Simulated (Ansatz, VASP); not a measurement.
**One calculation of MgS5, two programs**

INCAR

```
  ALGO = Normal
  EDIFF = 1E-6
  ENCUT = 520
  GGA = PE
  ISIF = 2
  ISMEAR = 0
  LASPH = T
  LCHARG = F
  LREAL = F
  LWAVE = F
  NBANDS = 25
  NELM = 60
  PREC = Accurate
  SIGMA = 0.1
```

Contents of KPOINTS:

```
k-points
0
Gamma
  6 6 1
```

Contents of POSCAR:

```
MgS5
1.0
    3.3821974100      0.0000000000      0.0000000000
   -1.6910987000      2.9290688800      0.0000000000
    0.0000000000      0.0000000000     17.0912265100
Mg S
1 5
Direct
    0.0000000000      0.0000000000      0.0000000000
    0.6666666700      0.3333333300      0.8349520000
    0.0000000000      0.0000000000      0.6673210300
    0.6666666700      0.3333333300      0.5000000000
    0.0000000000      0.0000000000      0.3326789700
    0.6666666700      0.3333333300      0.1650480000
```

Input for Ansatz:

```yaml
crystal:
  lattice:
    - [3.38219741, 0.0, 0.0]
    - [-1.6910987, 2.92906888, 0.0]
    - [0.0, 0.0, 17.09122651]
  atoms:
    - { symbol: Mg, position: [0.0, 0.0, 0.0] }
    - { symbol: S, position: [0.66666667, 0.33333333, 0.834952] }
    - { symbol: S, position: [0.0, 0.0, 0.66732103] }
    - { symbol: S, position: [0.66666667, 0.33333333, 0.5] }
    - { symbol: S, position: [0.0, 0.0, 0.33267897] }
    - { symbol: S, position: [0.66666667, 0.33333333, 0.165048] }
basis:
  ecutwfc: 420
kpoints:
  mp_grid: { grid: [6, 6, 1] }
hamiltonian:
  xc: pbe
scf:
  occupations: { method: gaussian, width: 0.1 }
  lower_state_search: "off"
output:
  forces: true
  stress: true
  eigenvalues: true
```

Change from the starting cell: species swapped into the Mg5Cd type (P-6m2, No. 187).

Alike in both runs: task single point; functional PBE; k mesh 6 × 6 × 1; occupations gaussian, width 0.1 eV; no spin polarisation.

|  | VASP | Ansatz |
| --- | --- | --- |
| version | VASP 6.6.1 | Ansatz 0.2.0 |
| potentials or method | VASP PAW PBE potentials, release 64 (Mg, S), cutoff 520 eV | scalar-relativistic, plane waves, PAW |
| valence electrons in the cell | 32 | 40 |

|  | VASP | Ansatz | Ansatz less VASP |
| --- | --- | --- | --- |
| gap on the k mesh at the Fermi level (eV) | none | none | - |
| pressure (GPa) | -11.0 | -11.0 | +0.05 |
| traceless stress, the component that is largest in VASP (GPa) | -2.03 | -2.04 | -0.010 |
| rms of the force components (eV/Å) | 0.324 | 0.324 | 0.0000 |

Atom by atom the forces differ by 0.000 eV/Å (rms over components). A gap of «none» marks a metal or a gap that the smearing closes. VASP's potentials hold 32 valence electrons a cell and Ansatz's 40, so a difference there can come from the potentials and not from the codes.

The k mesh is coarse, so the values compare programs but aren't converged.
